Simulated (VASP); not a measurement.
# SbAs2 (P6/mmm) in VASP: further runs

SbAs2 is run at these levels: PBE; tasks: single point.

Everything below comes from runs of VASP 6.6.1. Logs are shortened: lines on timing, memory, paths and dates and some standing lists are left out, and cuts for length are marked.

### Step 1. The cell of the first run

The structure is hexagonal, space group P6/mmm (No. 191). The conventional cell has a = 4.420 Å, b = 4.420 Å, c = 9.240 Å, α = 90.00°, β = 90.00°, γ = 120.00°. Sb (site symmetry -6m2) has 9 As at 2.55 to 3.32 Å and 3 Sb at 2.55 Å within 3.4 Å. Within 3.3 Å of As (site symmetry 6/mmm) lie 2 As at 2.49 Å. As (site symmetry 6mm) has 2 As at 2.13 to 2.49 Å within 2.8 Å. Within 2.8 Å of As (site symmetry 6/mmm) lie 2 As at 2.13 Å and 6 Sb at 2.55 Å.

### Step 2. Single point, PBE

INCAR

```
PREC     = Accurate       # precision mode
ENCUT    = 520            # plane-wave cutoff, eV
EDIFF    = 1E-7           # SCF threshold, eV
ISMEAR   = 0              # smearing method
SIGMA    = 0.1            # smearing width, eV
LREAL    = False          # projectors in reciprocal space
LASPH    = True           # aspherical terms in the spheres
NELM     = 80             # most SCF steps
ALGO     = Normal         # electronic algorithm
ISIF     = 2              # what is computed and relaxed
LWAVE    = False          # write WAVECAR
LCHARG   = False          # write CHGCAR
GGA      = PE             # functional
NBANDS   = 24             # bands
```

KPOINTS

```
Automatic mesh
0
Gamma
  6 6 2
```

POSCAR

```
SbAs2
1.0
    4.4197982200      0.0000000000      0.0000000000
   -2.2098991100      3.8276575400      0.0000000000
    0.0000000000      0.0000000000      9.2397114600
Sb As
2 4
Direct
    0.3333333300      0.6666666700      0.0000000000
    0.6666666700      0.3333333300      0.0000000000
    0.0000000000      0.0000000000      0.5000000000
    0.0000000000      0.0000000000      0.2299970300
    0.0000000000      0.0000000000      0.7700029700
    0.0000000000      0.0000000000      0.0000000000
```

Potentials or basis: VASP PAW PBE potentials, release 64 (Sb, As).

Run with:

```console
cat potpaw_PBE.64/Sb/POTCAR potpaw_PBE.64/As/POTCAR > POTCAR
mpirun -np 1 vasp_std > vasp.out
```

OUTCAR:

```text
PREC = Accurate
   ENCUT = 520
   EDIFF = 1E-7
   ISMEAR = 0
   LREAL = False
   LASPH = True
   NELM = 80
   ISIF = 2
   GGA = PE

 ion  position               nearest neighbor table
   1  0.333  0.667  0.000-   6 2.55   2 2.55   2 2.55   6 2.55   6 2.55   2 2.55   5 3.32   4 3.32
                             4 3.32   5 3.32   4 3.32   5 3.32
   2  0.667  0.333  0.000-   6 2.55   1 2.55   1 2.55   6 2.55   6 2.55   1 2.55   5 3.32   4 3.32
                             5 3.32   4 3.32   5 3.32   4 3.32
   3  0.000  0.000  0.500-   4 2.49   5 2.49
   4  0.000  0.000  0.230-   6 2.13   3 2.49   1 3.32   2 3.32   2 3.32   1 3.32   2 3.32   1 3.32

   5  0.000  0.000  0.770-   6 2.13   3 2.49   1 3.32   2 3.32   2 3.32   1 3.32   2 3.32   1 3.32

   6  0.000  0.000  0.000-   4 2.13   5 2.13   1 2.55   2 2.55   2 2.55   1 2.55   2 2.55   1 2.55

  LATTYP: Found a hexagonal cell.
 ALAT       =     4.4197982200
 C/A-ratio  =     2.0905278929

  Lattice vectors:

 A1 = (   4.4197982200,   0.0000000000,   0.0000000000)
 A2 = (  -2.2098991100,   3.8276575400,   0.0000000000)
 A3 = (   0.0000000000,   0.0000000000,   9.2397114600)

Analysis of symmetry for initial positions (statically):
=====================================================================
 Subroutine PRICEL returns:
 Original cell was already a primitive cell.

 Routine SETGRP: Setting up the symmetry group for a
 hexagonal supercell.

 Subroutine GETGRP returns: Found 24 space group operations
 (whereof 24 operations were pure point group operations)
 out of a pool of 24 trial point group operations.

The static configuration has the point symmetry D_6h.

Analysis of symmetry for dynamics (positions and initial velocities):
=====================================================================
 Subroutine PRICEL returns:
 Original cell was already a primitive cell.

 Routine SETGRP: Setting up the symmetry group for a
 hexagonal supercell.

 Subroutine GETGRP returns: Found 24 space group operations
 (whereof 24 operations were pure point group operations)
 out of a pool of 24 trial point group operations.

The dynamic configuration has the point symmetry D_6h.

 Subroutine INISYM returns: Found 24 space group operations
 (whereof 24 operations are pure point group operations),
 and found     1 'primitive' translations

----------------------------------------------------------------------------------------

                                     Primitive cell

  volume of cell :     156.3126

  direct lattice vectors                    reciprocal lattice vectors
     4.419798220  0.000000000  0.000000000     0.226254673  0.130628196  0.000000000
    -2.209899110  3.827657540  0.000000000     0.000000000  0.261256392  0.000000000
     0.000000000  0.000000000  9.239711460     0.000000000  0.000000000  0.108228488

  length of vectors
     4.419798220  4.419798222  9.239711460     0.261256392  0.261256392  0.108228488

  position of ions in fractional coordinates (direct lattice)
     0.333333330  0.666666670  0.000000000
     0.666666670  0.333333330  0.000000000
     0.000000000  0.000000000  0.500000000
     0.000000000  0.000000000  0.229997030
     0.000000000  0.000000000  0.770002970
     0.000000000  0.000000000  0.000000000

  ion indices of the primitive-cell ions
   primitive index   ion index
                 1           1
                 2           2
                 3           3
                 4           4
                 5           5
                 6           6

----------------------------------------------------------------------------------------

 KPOINTS: Automatic mesh

Automatic generation of k-mesh.
 Grid dimensions read from file:
 generate k-points for:    6    6    2

 Generating k-lattice:

  Cartesian coordinates                     Fractional coordinates (reciprocal lattice)
     0.037709112  0.021771366  0.000000000     0.166666667  0.000000000  0.000000000
     0.000000000  0.043542732  0.000000000     0.000000000  0.166666667  0.000000000
     0.000000000  0.000000000  0.054114244     0.000000000  0.000000000  0.500000000

  Length of vectors
     0.043542732  0.043542732  0.054114244

  Shift w.r.t. Gamma in fractional coordinates (k-lattice)
     0.000000000  0.000000000  0.000000000

 Subroutine IBZKPT returns following result:
 ===========================================

 Found     14 irreducible k-points:

 Following reciprocal coordinates:
            Coordinates               Weight
  0.000000  0.000000  0.000000      1.000000
  0.166667  0.000000  0.000000      6.000000
  0.333333  0.000000  0.000000      6.000000
  0.500000  0.000000  0.000000      3.000000
  0.166667  0.166667  0.000000      6.000000
  0.333333  0.166667  0.000000     12.000000
  0.333333  0.333333  0.000000      2.000000
  0.000000  0.000000  0.500000      1.000000
  0.166667  0.000000  0.500000      6.000000
  0.333333  0.000000  0.500000      6.000000
  0.500000  0.000000  0.500000      3.000000
  0.166667  0.166667  0.500000      6.000000
  0.333333  0.166667  0.500000     12.000000
  0.333333  0.333333  0.500000      2.000000
   k-points           NKPTS =     14   k-points in BZ     NKDIM =     14   number of bands    NBANDS=     24
   number of dos      NEDOS =    301   number of ions     NIONS =      6
   total plane-waves  NPLWV =  90720
   dimension x,y,z NGX =    36 NGY =   36 NGZ =   70
   dimension x,y,z NGXF=    72 NGYF=   72 NGZF=  140
   ions per type =               2   4
   NGX,Y,Z   is equivalent  to a cutoff of  13.54, 13.54, 12.59 a.u.
   NGXF,Y,Z  is equivalent  to a cutoff of  27.08, 27.08, 25.19 a.u.
 SYSTEM =  unknown system
   PREC   = accura    normal or accurate (medium, high low for compatibility)
   ISTART =      0    job   : 0-new  1-cont  2-samecut
   ICHARG =      2    charge: 1-file 2-atom 10-const
   ISPIN  =      1    spin polarized calculation?
   LNONCOLLINEAR =      F non collinear calculations
   LSORBIT =      F    spin-orbit coupling
   LASPH  =      T    aspherical Exc in radial PAW
   ENCUT  =  520.0 eV  38.22 Ry    6.18 a.u.   8.22  8.22 17.18*2*pi/ulx,y,z
   NELM   =     80;   NELMIN=  2; NELMDL= -5     # of ELM steps
   EDIFF  = 0.1E-06   stopping-criterion for ELM
   LREAL  =      F    real-space projection
   EDIFFG = 0.1E-05   stopping-criterion for IOM
   NSW    =      0    number of steps for IOM
   IBRION =     -1    ionic relax: 0-MD 1-quasi-New 2-CG
   NFREE  =      0    steps in history (QN), initial steepest desc. (CG)
   ISIF   =      2    stress and relaxation
   ISYM   =      2    0-nonsym 1-usesym 2-fastsym
   POTIM  = 0.5000    time-step for ionic-motion
   TEBEG  =    0.0;   TEEND  =   0.0 temperature during run
   PSTRESS=    0.0 pullay stress
   NELECT =      30.0000    total number of electrons
   NUPDOWN=      -1.0000    fix difference up-down
   EMIN   =  10.00;   EMAX   =-10.00  energy-range for DOS
   EFERMI =   0.00;   METHOD = LEGACY
   ISMEAR =     0;   SIGMA  =   0.10  broadening in eV -4-tet -1-fermi 0-gaus
   EFERMI_NEDOS =   21; number of points for ismear=-14 and -15
   IALGO  =     38    algorithm
   IMIX   =      4    mixing-type and parameters
     AMIX     =   0.40;   BMIX     =  1.00
     AMIX_MAG =   1.60;   BMIX_MAG =  1.00
  volume/ion in A,a.u.               =      26.05       175.81
  Fermi-wavevector in a.u.,A,eV,Ry     =   0.944316  1.784498 12.132756  0.891732
  Thomas-Fermi vector in A             =   2.072109
   LORBIT       =      0    0 simple, 1 ext, 2 COOP (PROOUT), +10 PAW based schemes
   GGA     = PE    functional components
   LHFCALC =     F    Hartree Fock is set to
   AEXX    =    0.0000 exact exchange contribution
   IVDW    =     0    specifies the selected vdW correction
   LEPSILON=     F    determine dielectric tensor
   LRPA    =     F    only Hartree local field effects (RPA)
 non-spin polarized calculation
 Gauss-broadening in eV      SIGMA  =   0.10
  energy-cutoff  :      520.00
  volume of cell :      156.31
 maximum number of plane-waves:      4224
 NGX is ok and might be reduce to    36
   NGX = 17   NGY = 17   NGZ = 35

 number of electron      30.0000000 magnetization

 Free energy of the ion-electron system (eV)
  ---------------------------------------------------
  ext. energy  EPLUGINS =         0.00000000
  ---------------------------------------------------
  free energy    TOTEN  =       -14.39750660 eV

  energy without entropy =      -14.38079329  energy(sigma->0) =      -14.38914995

 E-fermi :   4.9896     XC(G=0):  -9.0151

 val. band max:        4.9827932811   @ k =   0.1667   0.1667   0.5000
 cond. band min:       5.0600929133   @ k =   0.1667   0.0000   0.5000
 fundamental gap:      0.0772996322
 Fermi energy:         4.9895784856

 k-point     1 :       0.0000    0.0000    0.0000
  band No.  band energies     occupation
      1     -12.9753      2.00000
      2      -7.6449      2.00000
      3      -6.6572      2.00000
      4      -4.6785      2.00000
      5      -1.7323      2.00000
      6      -1.6582      2.00000
[... 16 lines left out ...]
     23      10.0927      0.00000
     24      10.0927      0.00000

 k-point     2 :       0.1667    0.0000    0.0000
  band No.  band energies     occupation
      1     -12.7197      2.00000
      2      -7.5419      2.00000
      3      -6.7255      2.00000
      4      -5.5116      2.00000
      5      -3.1337      2.00000
      6      -2.8283      2.00000
[... 16 lines left out ...]
     23      10.4113      0.00000
     24      10.5495      0.00000

 k-point     3 :       0.3333    0.0000    0.0000
  band No.  band energies     occupation
      1     -12.0121      2.00000
      2      -7.8751      2.00000
      3      -7.3198      2.00000
      4      -6.2297      2.00000
      5      -3.9997      2.00000
      6      -3.8444      2.00000
[... 16 lines left out ...]
     23      10.6217      0.00000
     24      10.7366      0.00000
[... 244 lines left out ...]
 k-point    13 :       0.3333    0.1667    0.5000
  band No.  band energies     occupation
      1     -11.4585      2.00000
      2      -8.4419      2.00000
      3      -7.4914      2.00000
      4      -6.4276      2.00000
      5      -5.0480      2.00000
      6      -4.3076      2.00000
[... 16 lines left out ...]
     23      11.1823      0.00000
     24      11.5707      0.00000

 k-point    14 :       0.3333    0.3333    0.5000
  band No.  band energies     occupation
      1     -11.0957      2.00000
      2      -8.0423      2.00000
      3      -8.0423      2.00000
      4      -7.4402      2.00000
      5      -5.0032      2.00000
      6      -4.2914      2.00000
[... 16 lines left out ...]
     23      11.5141      0.00000
     24      11.5144      0.00000

------------------------ aborting loop because EDIFF is reached ----------------------------------------

  FORCE on cell =-STRESS in cart. coord.  units (eV):
  Direction    XX          YY          ZZ          XY          YZ          ZX
  --------------------------------------------------------------------------------------
  -------------------------------------------------------------------------------------
  Total       40.0381374     40.0381374     21.2320690      0.0000000     -0.0000000     -0.0000000
  in kB      410.3840956    410.3840960    217.6250950      0.0000000     -0.0000000     -0.0000000
  external PRESSURE =     346.1310956 kB  Pullay stress =       0.0000000 kB

 VOLUME and BASIS-vectors are now :
 -----------------------------------------------------------------------------
  energy-cutoff  :      520.00
  volume of cell :      156.31
      direct lattice vectors                 reciprocal lattice vectors
     4.419798220  0.000000000  0.000000000     0.226254673  0.130628196  0.000000000
    -2.209899110  3.827657540  0.000000000     0.000000000  0.261256392  0.000000000
     0.000000000  0.000000000  9.239711460     0.000000000  0.000000000  0.108228488

 POSITION                                       TOTAL-FORCE (eV/Angst)
 -----------------------------------------------------------------------------------
     -0.00000      2.55177      0.00000         0.000000     -0.000000     -0.000000
      2.20990      1.27589      0.00000        -0.000000     -0.000000     -0.000000
      0.00000      0.00000      4.61986        -0.000000     -0.000000     -0.000000
      0.00000      0.00000      2.12511        -0.000000     -0.000000      7.170052
      0.00000      0.00000      7.11461        -0.000000      0.000000     -7.170052
      0.00000      0.00000      0.00000        -0.000000     -0.000000     -0.000000
 -----------------------------------------------------------------------------------
    total drift:                               -0.000000      0.000000     -0.000000

  FREE ENERGIE OF THE ION-ELECTRON SYSTEM (eV)
  ---------------------------------------------------
  free  energy   TOTEN  =       -14.3975066012 eV

  energy  without entropy=      -14.3807932910  energy(sigma->0) =      -14.38914995
```

It took 37 s on 1 thread of Intel Xeon 6975P-C (Granite Rapids), shared host; peak memory 0.29 GiB.

Results:

```
Free energy            : -14.3975 eV
Pressure               : 34.6 GPa
Largest force          : 7.170 eV/Å
Band gap on the k mesh : zero (band 15 reaches 5.64 eV, above the bottom of band 16 at 4.12 eV)
```

Forces on the atoms (eV/Å):
```
Sb   0.000  0.000  0.000
Sb   0.000  0.000  0.000
As   0.000  0.000  0.000
As   0.000  0.000  7.170
As   0.000  0.000 -7.170
As   0.000  0.000  0.000
```

Caveat: spin-orbit coupling is left out, which moves the levels of the heavy elements; forces of over 1 eV/Å act on the atoms, so gaps and moduli don't describe the material at rest.

### Step 3. Single point, PBE

This run uses another cell than the first one, of 40.07 Å³/atom, 1.538 times its volume.

INCAR

```
  ALGO = Normal
  EDIFF = 1E-6
  ENCUT = 520
  GGA = PE
  ISIF = 2
  ISMEAR = 0
  LASPH = True
  LCHARG = False
  LREAL = False
  LWAVE = False
  NBANDS = 24
  NELM = 60
  PREC = Accurate
  SIGMA = 0.1
```

KPOINTS

```
k-points
0
Gamma
  6 6 2
```

POSCAR

```
SbAs2
1.0
    5.3855899357      0.0000000000      0.0000000000
   -2.6927949678      4.6640576986      0.0000000000
    0.0000000000      0.0000000000      9.5720763973
Sb As
2 4
Direct
    0.3333333333      0.6666666667      0.0000000000
    0.6666666667      0.3333333333      0.0000000000
    0.0000000000      0.0000000000      0.5000000000
    0.0000000000      0.0000000000      0.2591475371
    0.0000000000      0.0000000000      0.7408524629
    0.0000000000      0.0000000000      0.0000000000
```

Potentials or basis: VASP PAW PBE potentials, release 64 (Sb, As).

Run with:

```console
cat potpaw_PBE.64/Sb/POTCAR potpaw_PBE.64/As/POTCAR > POTCAR
mpirun -np 1 vasp_std > vasp.out
```

It took 43 s on 1 thread of Intel Xeon 6975P-C (Granite Rapids), shared host; peak memory 0.34 GiB.

It converged, with:

```
Free energy            : -22.3621 eV
Pressure               : 0.1 GPa
Largest force          : 0.008 eV/Å
Band gap on the k mesh : zero (band 15 reaches 2.08 eV, above the bottom of band 16 at 0.83 eV)
```

Forces on the atoms (eV/Å):
```
Sb   0.000  0.000  0.000
Sb   0.000  0.000  0.000
As   0.000  0.000  0.000
As   0.000  0.000 -0.008
As   0.000  0.000  0.008
As   0.000  0.000  0.000
```

Stress tensor (GPa, compression positive):
```
0.02 0.00 0.00
0.00 0.02 0.00
0.00 0.00 0.27
```

Levels at points of the mesh, in eV from the Fermi level:
| k point | band 13 | band 14 | band 15 | band 16 | band 17 | band 18 |
| --- | --- | --- | --- | --- | --- | --- |
| (0.00, 0.00, 0.00) | -1.34 | -1.34 | -0.59 | -0.59 | 1.43 | 2.07 |
| (0.50, 0.00, 0.00) | -0.52 | -0.25 | -0.11 | 0.73 | 1.09 | 1.66 |
| (0.00, 0.00, 0.50) | -1.71 | -1.71 | -0.93 | 0.27 | 0.27 | 1.32 |
| (0.50, 0.00, 0.50) | -0.97 | -0.23 | -0.14 | -0.07 | 0.25 | 1.13 |

Caveat: spin-orbit coupling is left out, which moves the levels of the heavy elements.
